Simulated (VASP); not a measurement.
# CdSe (F-43m) in VASP: a series of runs

CdSe is run at these levels: LDA; tasks: relaxation of cell and atoms.

Program: VASP 6.6.1. These are calculated values, not measurements. Logs are shortened: lines on timing, memory, paths and dates and some standing lists are left out, and cuts for length are marked.

### 1 The cell of the first run

The structure is cubic, space group F-43m (No. 216). The conventional cell has a = 6.008 Å, b = 6.008 Å, c = 6.008 Å, α = 90.00°, β = 90.00°, γ = 90.00°. Cd (site symmetry -43m) has 4 Se at 2.60 Å within 3.4 Å. Se (site symmetry -43m) has 4 Cd at 2.60 Å within 3.4 Å.

### 2 Relaxation of cell and atoms, LDA, target pressure 7 GPa, at which the enthalpy is minimised

Contents of INCAR:

```
ALGO = Normal
EDIFF = 1E-6
EDIFFG = -0.002
ENCUT = 600
IBRION = 2
ISIF = 3
ISMEAR = 0
LASPH = True
LCHARG = False
LREAL = False
LWAVE = False
NELM = 80
NSW = 100
PREC = Accurate
PSTRESS = 70.0
SIGMA = 0.01
```

Contents of KPOINTS:

```
k-points
0
Gamma
  6 6 6
```

Contents of POSCAR:

```
CdSe
1.0
    3.0039936764      3.0039936764      0.0000000000
   -3.0039936764      3.0039936764      0.0000000000
    0.0000000000      3.0039936764      3.0039936764
Cd Se
1 1
Direct
    0.0000000000      0.0000000000      0.0000000000
    0.7500000000      0.2500000000      0.5000000000
```

Potentials or basis: VASP PAW LDA potentials, release 64 (Cd, Se).

The run is started by

```sh
cat potpaw_LDA.64/Cd/POTCAR potpaw_LDA.64/Se/POTCAR > POTCAR
mpirun -np 1 vasp_std > vasp.out
```

OUTCAR:

```text
EDIFF = 1E-6
   EDIFFG = -0.002
   ENCUT = 600
   IBRION = 2
   ISIF = 3
   ISMEAR = 0
   LASPH = True
   LREAL = False
   NELM = 80
   NSW = 100
   PREC = Accurate
   PSTRESS = 70.0

 ion  position               nearest neighbor table
   1  0.000  0.000  0.000-   2 2.60   2 2.60   2 2.60   2 2.60
   2  0.750  0.250  0.500-   1 2.60   1 2.60   1 2.60   1 2.60

  LATTYP: Found a face centered cubic cell.
 ALAT       =     6.0079873528

  Lattice vectors:

 A1 = (   0.0000000000,   3.0039936764,   3.0039936764)
 A2 = (   3.0039936764,   0.0000000000,   3.0039936764)
 A3 = (   3.0039936764,   3.0039936764,   0.0000000000)

Analysis of symmetry for initial positions (statically):
=====================================================================
 Subroutine PRICEL returns:
 Original cell was already a primitive cell.

 Routine SETGRP: Setting up the symmetry group for a
 face centered cubic supercell.

 Subroutine GETGRP returns: Found 24 space group operations
 (whereof 24 operations were pure point group operations)
 out of a pool of 48 trial point group operations.

The static configuration has the point symmetry T_d .

Analysis of symmetry for dynamics (positions and initial velocities):
=====================================================================
 Subroutine PRICEL returns:
 Original cell was already a primitive cell.

 Routine SETGRP: Setting up the symmetry group for a
 face centered cubic supercell.

 Subroutine GETGRP returns: Found 24 space group operations
 (whereof 24 operations were pure point group operations)
 out of a pool of 48 trial point group operations.

The dynamic configuration has the point symmetry T_d .

 Subroutine INISYM returns: Found 24 space group operations
 (whereof 24 operations are pure point group operations),
 and found     1 'primitive' translations

----------------------------------------------------------------------------------------

                                     Primitive cell

  volume of cell :      54.2159

  direct lattice vectors                    reciprocal lattice vectors
     3.003993676  3.003993676  0.000000000     0.166445091  0.166445091 -0.166445091
    -3.003993676  3.003993676  0.000000000    -0.166445091  0.166445091 -0.166445091
     0.000000000  3.003993676  3.003993676     0.000000000  0.000000000  0.332890181

  length of vectors
     4.248288598  4.248288598  4.248288598     0.288291354  0.288291354  0.332890181

  position of ions in fractional coordinates (direct lattice)
     0.000000000  0.000000000  0.000000000
     0.750000000  0.250000000  0.500000000

  ion indices of the primitive-cell ions
   primitive index   ion index
                 1           1
                 2           2

----------------------------------------------------------------------------------------

 KPOINTS: k-points

Automatic generation of k-mesh.
 Grid dimensions read from file:
 generate k-points for:    6    6    6

 Generating k-lattice:

  Cartesian coordinates                     Fractional coordinates (reciprocal lattice)
     0.027740848  0.027740848 -0.027740848     0.166666667  0.000000000  0.000000000
    -0.027740848  0.027740848 -0.027740848     0.000000000  0.166666667  0.000000000
     0.000000000  0.000000000  0.055481697     0.000000000  0.000000000  0.166666667

  Length of vectors
     0.048048559  0.048048559  0.055481697

  Shift w.r.t. Gamma in fractional coordinates (k-lattice)
     0.000000000  0.000000000  0.000000000

 Subroutine IBZKPT returns following result:
 ===========================================

 Found     16 irreducible k-points:

 Following reciprocal coordinates:
            Coordinates               Weight
  0.000000  0.000000  0.000000      1.000000
  0.166667  0.000000  0.000000      8.000000
  0.333333  0.000000  0.000000      8.000000
  0.500000  0.000000  0.000000      4.000000
  0.166667  0.166667  0.000000     12.000000
  0.333333  0.166667  0.000000     24.000000
[... 8 lines left out ...]
  0.500000  0.333333  0.166667     24.000000
  0.500000  0.500000  0.166667     12.000000
   k-points           NKPTS =     16   k-points in BZ     NKDIM =     16   number of bands    NBANDS=     13
   number of dos      NEDOS =    301   number of ions     NIONS =      2
   total plane-waves  NPLWV =  46656
   dimension x,y,z NGX =    36 NGY =   36 NGZ =   36
   dimension x,y,z NGXF=    72 NGYF=   72 NGZF=   72
   ions per type =               1   1
   NGX,Y,Z   is equivalent  to a cutoff of  14.09, 14.09, 14.09 a.u.
   NGXF,Y,Z  is equivalent  to a cutoff of  28.18, 28.18, 28.18 a.u.
 SYSTEM =  unknown system
   PREC   = accura    normal or accurate (medium, high low for compatibility)
   ISTART =      0    job   : 0-new  1-cont  2-samecut
   ICHARG =      2    charge: 1-file 2-atom 10-const
   ISPIN  =      1    spin polarized calculation?
   LNONCOLLINEAR =      F non collinear calculations
   LSORBIT =      F    spin-orbit coupling
   LASPH  =      T    aspherical Exc in radial PAW
   ENCUT  =  600.0 eV  44.10 Ry    6.64 a.u.   8.48  8.48  8.48*2*pi/ulx,y,z
   NELM   =     80;   NELMIN=  2; NELMDL= -5     # of ELM steps
   EDIFF  = 0.1E-05   stopping-criterion for ELM
   LREAL  =      F    real-space projection
   EDIFFG = -.2E-02   stopping-criterion for IOM
   NSW    =    100    number of steps for IOM
   IBRION =      2    ionic relax: 0-MD 1-quasi-New 2-CG
   NFREE  =      1    steps in history (QN), initial steepest desc. (CG)
   ISIF   =      3    stress and relaxation
   ISYM   =      2    0-nonsym 1-usesym 2-fastsym
   POTIM  = 0.5000    time-step for ionic-motion
   TEBEG  =    0.0;   TEEND  =   0.0 temperature during run
   PSTRESS=   70.0 pullay stress
   NELECT =      18.0000    total number of electrons
   NUPDOWN=      -1.0000    fix difference up-down
   EMIN   =  10.00;   EMAX   =-10.00  energy-range for DOS
   EFERMI =   0.00;   METHOD = LEGACY
   ISMEAR =     0;   SIGMA  =   0.01  broadening in eV -4-tet -1-fermi 0-gaus
   EFERMI_NEDOS =   21; number of points for ismear=-14 and -15
   IALGO  =     38    algorithm
   IMIX   =      4    mixing-type and parameters
     AMIX     =   0.40;   BMIX     =  1.00
     AMIX_MAG =   1.60;   BMIX_MAG =  1.00
  volume/ion in A,a.u.               =      27.11       182.93
  Fermi-wavevector in a.u.,A,eV,Ry     =   1.133592  2.142178 17.483896  1.285030
  Thomas-Fermi vector in A             =   2.270295
   LORBIT       =      0    0 simple, 1 ext, 2 COOP (PROOUT), +10 PAW based schemes
   GGA     = CA    functional components
   LHFCALC =     F    Hartree Fock is set to
   AEXX    =    0.0000 exact exchange contribution
   IVDW    =     0    specifies the selected vdW correction
   LEPSILON=     F    determine dielectric tensor
   LRPA    =     F    only Hartree local field effects (RPA)
 conjugate gradient relaxation of ions
 non-spin polarized calculation
 Gauss-broadening in eV      SIGMA  =   0.01
  energy-cutoff  :      600.00
  volume of cell :       54.22
 maximum number of plane-waves:      1821
 NGX is ok and might be reduce to    36
   NGX = 17   NGY = 17   NGZ = 17

--------------------------------------- Ionic step        1  -------------------------------------------

 number of electron      18.0000002 magnetization

 Free energy of the ion-electron system (eV)
  ---------------------------------------------------
  ext. energy  EPLUGINS =         0.00000000
  ---------------------------------------------------
  free energy    TOTEN  =        -6.75605744 eV

  energy without entropy =       -6.75605744  energy(sigma->0) =       -6.75605744

------------------------ aborting loop because EDIFF is reached ----------------------------------------

  FORCE on cell =-STRESS in cart. coord.  units (eV):
  Direction    XX          YY          ZZ          XY          YZ          ZX
  --------------------------------------------------------------------------------------
  -------------------------------------------------------------------------------------
  Total        0.1575717      0.1575717      0.1575717      0.0000000      0.0000000      0.0000000
  in kB        4.6565219      4.6565219      4.6565219      0.0000000      0.0000000      0.0000000
  external PRESSURE =     -65.3434781 kB  Pullay stress =      70.0000000 kB
[... 23 lines left out ...]
  enthalpy is  TOTEN    =        -4.3873332513 eV   P V=        2.3687241924

--------------------------------------- Ionic step        2  -------------------------------------------

 number of electron      18.0000001 magnetization

 E-fermi :   2.7595     XC(G=0): -10.2099

 val. band max:        2.7131162042   @ k =   0.0000   0.0000   0.0000
 cond. band min:       3.4740262420   @ k =   0.0000   0.0000   0.0000
 fundamental gap:      0.7609100378
 Fermi energy:         2.7595419984

 k-point     1 :       0.0000    0.0000    0.0000
  band No.  band energies     occupation
      1     -11.3089      2.00000
      2      -6.2039      2.00000
      3      -6.2039      2.00000
      4      -6.2039      2.00000
      5      -5.5612      2.00000
      6      -5.5612      2.00000
      7       2.7131      2.00000
      8       2.7131      2.00000
      9       2.7131      2.00000
     10       3.4740      0.00000
     11       8.4233      0.00000
     12       8.4233      0.00000
     13       8.4233      0.00000
[... 387 lines left out ...]
  enthalpy is  TOTEN    =        -4.4887585183 eV   P V=        2.1703512788

--------------------------------------- Ionic step        6  -------------------------------------------

 number of electron      17.9999999 magnetization

 Free energy of the ion-electron system (eV)
  ---------------------------------------------------
  ext. energy  EPLUGINS =         0.00000000
  ---------------------------------------------------
  free energy    TOTEN  =        -6.65679287 eV

  energy without entropy =       -6.65679287  energy(sigma->0) =       -6.65679287

 E-fermi :   1.9805     XC(G=0):  -9.8553

 val. band max:        1.9363969102   @ k =   0.0000   0.0000   0.0000
 cond. band min:       2.5504401774   @ k =   0.0000   0.0000   0.0000
 fundamental gap:      0.6140432671
 Fermi energy:         1.9805323216

 k-point     1 :       0.0000    0.0000    0.0000
  band No.  band energies     occupation
      1     -11.5083      2.00000
      2      -6.5555      2.00000
      3      -6.5555      2.00000
      4      -6.5555      2.00000
      5      -6.0231      2.00000
      6      -6.0231      2.00000
      7       1.9364      2.00000
      8       1.9364      2.00000
      9       1.9364      2.00000
     10       2.5504      0.00000
     11       7.6998      0.00000
     12       7.6998      0.00000
     13       7.6998      0.00000
[... 267 lines left out ...]
  FREE ENERGIE OF THE ION-ELECTRON SYSTEM (eV)
  ---------------------------------------------------
  free  energy   TOTEN  =        -6.6567928697 eV

  energy  without entropy=       -6.6567928697  energy(sigma->0) =       -6.65679287

  enthalpy is  TOTEN    =        -4.4887746397 eV   P V=        2.1680182300

 reached required accuracy - stopping structural energy minimisation
```

It took 73 s on 1 thread of Intel Xeon 8259CL, shared host; peak memory 0.19 GiB.

Results:

```
Free energy                                                : -6.6568 eV
Relaxed volume                                             : 24.81 Å³/atom
Relaxed cell                                               : a = 4.125 Å, b = 4.125 Å, c = 4.125 Å, α = 60.00°, β = 60.00°, γ = 90.00°
Space group after relaxing (to 0.1 Å)                      : F-43m (No. 216)
Energy change on relaxing (the run minimises the enthalpy) : +49.6 meV/atom
Ionic steps                                                : 6
Pressure after relaxing                                    : 7.0 GPa
Band gap on the k mesh                                     : 0.61 eV
```

The path:
```
step  energy change (eV)  largest force (eV/Å)  pressure (GPa)  volume (Å³)
   1              0.0000                0.0000            0.47        54.22
   2              0.3421                0.0000           14.99        46.00
   3              0.0973                0.0000            6.90        49.67
   4              0.1011                0.0000            7.09        49.58
   5              0.0969                0.0000            6.88        49.68
   6              0.0993                0.0000            7.01        49.62
```

Final structure:
```xyz
2
Lattice="2.9166 2.9166 0.0000 -2.9166 2.9166 0.0000 0.0000 2.9166 2.9166" Properties=species:S:1:pos:R:3 pbc="T T T"
Cd    0.0000    0.0000    0.0000
Se    1.4583    4.3749    1.4583
```

Caveat: the cell is relaxed towards a set pressure, so the run minimises the enthalpy, not the energy.

### 3 Relaxation of cell and atoms, LDA, target pressure 10 GPa, at which the enthalpy is minimised

Contents of INCAR:

```
PREC     = Accurate       # precision mode
ENCUT    = 600            # plane-wave cutoff, eV
EDIFF    = 1E-7           # SCF threshold, eV
ISMEAR   = 0              # smearing method
SIGMA    = 0.01           # smearing width, eV
LREAL    = F              # projectors in reciprocal space
LASPH    = T              # aspherical terms in the spheres
NELM     = 100            # most SCF steps
ALGO     = Normal         # electronic algorithm
ISIF     = 3              # what is computed and relaxed
LWAVE    = F              # write WAVECAR
LCHARG   = F              # write CHGCAR
GGA      = CA             # functional
IBRION   = 2              # ionic algorithm
NSW      = 100            # ionic steps
EDIFFG   = -0.002         # ionic threshold
PSTRESS  = 100.0
```

Contents of KPOINTS:

```
Automatic mesh
0
Gamma
  6 6 6
```

POSCAR is that of step 2.

Potentials or basis: VASP PAW LDA potentials, release 64 (Cd, Se).

The run is started by

```sh
cat potpaw_LDA.64/Cd/POTCAR potpaw_LDA.64/Se/POTCAR > POTCAR
mpirun -np 1 vasp_std > vasp.out
```

Wall time 2.2 min (1 thread of Intel Xeon 8259CL, shared host); peak memory 0.19 GiB.

It converged, with:

| Quantity | Value |
| --- | --- |
| Free energy | -6.5759 eV |
| Relaxed volume | 24.04 Å³/atom |
| Relaxed cell | a = 4.082 Å, b = 4.082 Å, c = 4.082 Å, α = 60.00°, β = 60.00°, γ = 90.00° |
| Space group after relaxing (to 0.1 Å) | F-43m (No. 216) |
| Energy change on relaxing (the run minimises the enthalpy) | +90.1 meV/atom |
| Ionic steps | 7 |
| Pressure after relaxing | 10.0 GPa |
| Band gap on the k mesh | 0.68 eV |

The path:
```
step  energy change (eV)  largest force (eV/Å)  pressure (GPa)  volume (Å³)
   1              0.0000                0.0000            0.45        54.22
   2              0.7845                0.0000           26.33        42.50
   3              0.1717                0.0000            9.71        48.23
   4              0.1789                0.0000            9.95        48.11
   5              0.1863                0.0000           10.20        47.99
   6              0.1745                0.0000            9.80        48.18
   7              0.1802                0.0000           10.00        48.09
```

Final structure:
```cif
data_structure
_symmetry_space_group_name_H-M 'P 1'
_symmetry_Int_Tables_number 1
_cell_length_a 4.0818
_cell_length_b 4.0818
_cell_length_c 4.0818
_cell_angle_alpha 60.000
_cell_angle_beta 60.000
_cell_angle_gamma 90.000
_cell_volume 48.09
loop_
_atom_site_label
_atom_site_type_symbol
_atom_site_fract_x
_atom_site_fract_y
_atom_site_fract_z
_atom_site_occupancy
Cd1 Cd 0.00000 0.00000 0.00000 1
Se1 Se 0.75000 0.25000 0.50000 1
```

Levels at points of the mesh, in eV from the valence-band top:
```
           k point  band 7  band 8  band 9  band 10  band 11  band 12
(0.00, 0.00, 0.00)    0.00    0.00    0.00     0.68     5.74     5.74
(0.50, 0.00, 0.00)   -5.52   -1.02   -1.02     2.36     6.31     6.31
(0.50, 0.50, 0.00)   -4.94   -2.50   -2.50     2.61     3.66     9.71
```

Caveat: the cell is relaxed towards a set pressure, so the run minimises the enthalpy, not the energy.

### 4 Relaxation of cell and atoms, LDA, target pressure 15 GPa, at which the enthalpy is minimised

Contents of INCAR:

```
ALGO = Normal ; EDIFF = 1E-6
EDIFFG = -0.002 ; ENCUT = 600
GGA = CA ; IBRION = 2
ISIF = 3 ; ISMEAR = 0
LASPH = True ; LCHARG = False
LREAL = False ; LWAVE = False
NELM = 60 ; NSW = 100
PREC = Accurate ; PSTRESS = 150.0
SIGMA = 0.01
```

Contents of KPOINTS:

```
k-points
0
Gamma
  6 6 6
```

POSCAR is that of step 3.

The run is started by

```sh
cat potpaw_LDA.64/Cd/POTCAR potpaw_LDA.64/Se/POTCAR > POTCAR
mpirun -np 1 vasp_std > vasp.out
```

Wall time 2.7 min (1 thread of Intel Xeon 8259CL, shared host); peak memory 0.18 GiB.

The run converged. Its results:

```
Free energy                                                : -6.4129 eV
Relaxed volume                                             : 22.99 Å³/atom
Relaxed cell                                               : a = 4.021 Å, b = 4.021 Å, c = 4.021 Å, α = 60.00°, β = 60.00°, γ = 90.00°
Space group after relaxing (to 0.1 Å)                      : F-43m (No. 216)
Energy change on relaxing (the run minimises the enthalpy) : +171.6 meV/atom
Ionic steps                                                : 13
Pressure after relaxing                                    : 15.0 GPa
Band gap on the k mesh                                     : 0.76 eV
```

Step by step:
| step | energy change (eV) | largest force (eV/Å) | pressure (GPa) | volume (Å³) |
| --- | --- | --- | --- | --- |
| 1 | 0.0000 | 0.0000 | 0.47 | 54.22 |
| 2 | 2.1106 | 0.0000 | 55.68 | 37.12 |
| 3 | 0.3066 | 0.0000 | 13.94 | 46.39 |
| 4 | 0.3346 | 0.0000 | 14.76 | 46.08 |
| 5 | 0.3490 | 0.0000 | 15.17 | 45.92 |
| 6 | 0.3355 | 0.0000 | 14.80 | 46.07 |
| 7 | 0.3429 | 0.0000 | 15.02 | 45.99 |
| 8 | 0.3421 | 0.0000 | 14.98 | 46.00 |
| 9 | 0.3425 | 0.0000 | 14.96 | 45.99 |
| 10 | 0.3427 | 0.0000 | 14.98 | 45.99 |
| 11 | 0.3443 | 0.0000 | 15.02 | 45.97 |
| 12 | 0.3434 | 0.0000 | 15.02 | 45.98 |
| 13 | 0.3431 | 0.0000 | 15.01 | 45.99 |

Final structure:
```cif
data_structure
_symmetry_space_group_name_H-M 'P 1'
_symmetry_Int_Tables_number 1
_cell_length_a 4.0214
_cell_length_b 4.0214
_cell_length_c 4.0214
_cell_angle_alpha 60.000
_cell_angle_beta 60.000
_cell_angle_gamma 90.000
_cell_volume 45.99
loop_
_atom_site_label
_atom_site_type_symbol
_atom_site_fract_x
_atom_site_fract_y
_atom_site_fract_z
_atom_site_occupancy
Cd1 Cd 0.00000 0.00000 0.00000 1
Se1 Se 0.75000 0.25000 0.50000 1
```

Levels at points of the mesh, in eV from the valence-band top:
| k point | band 5 | band 6 | band 7 | band 8 | band 9 | band 10 | band 11 | band 12 | band 13 |
| --- | --- | --- | --- | --- | --- | --- | --- | --- | --- |
| (0.00, 0.00, 0.00) | -8.28 | -8.28 | 0.00 | 0.00 | 0.00 | 0.76 | 5.71 | 5.71 | 5.71 |
| (0.50, 0.00, 0.00) | -8.23 | -7.80 | -5.86 | -1.11 | -1.11 | 2.39 | 6.29 | 6.29 | 7.61 |
| (0.50, 0.50, 0.00) | -8.17 | -7.71 | -5.18 | -2.70 | -2.70 | 2.50 | 3.64 | 9.98 | 11.24 |

Caveat: the cell is relaxed towards a set pressure, so the run minimises the enthalpy, not the energy; the volume moved by over 15 % at a fixed basis, so the end points are rough.

### 5 The runs side by side

```csv
cell,gap on the mesh (eV),pressure (GPa)
relaxed to 7 GPa,0.61,7.0
relaxed to 10 GPa,0.68,10.0
relaxed to 15 GPa,0.76,15.0
```

Alike in all rows: task relaxation of cell and atoms; level LDA; potentials or basis VASP PAW LDA potentials, release 64 (Cd, Se); no spin polarisation; k mesh 6 × 6 × 6; cutoff (eV) 600; smearing gaussian 0.01 eV.

Caveats: the cell is relaxed towards a set pressure, so the run minimises the enthalpy, not the energy; the volume moved by over 15 % at a fixed basis, so the end points are rough (at least some runs).

Total energies depend on the potentials used, so only differences within one code and one set of settings carry meaning.
